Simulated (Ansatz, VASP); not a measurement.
Two plane-wave programs on Si

```
CELL_PARAMETERS angstrom
0.00000 2.71535 2.71535
2.71535 0.00000 2.71535
2.71535 2.71535 0.00000
ATOMIC_POSITIONS crystal
Si 0.50000 0.50000 0.50000
Si 0.75000 0.75000 0.75000
```

Alike in both runs: task relaxation of cell and atoms; functional r2SCAN; k mesh 6 × 6 × 6; occupations fermi-dirac, width 0.05 eV; no spin polarisation.

|  | VASP | Ansatz |
| --- | --- | --- |
| version | VASP 6.6.1 | Ansatz 0.2.0 |
| potentials or method | VASP PAW PBE potentials, release 64 (Si), cutoff 600 eV | plane waves (500 eV) with PAW, scalar-relativistic |
| valence electrons in the cell | 8 | 8 |

|  | VASP | Ansatz | Ansatz less VASP |
| --- | --- | --- | --- |
| relaxed volume (Å³/atom) | 20.13 | 20.18 | +0.050 |
| relaxed cell length with the largest relative difference (Å) | 3.847 | 3.851 | +0.0032 |

VASP's potentials were made for PBE, not for r2SCAN.
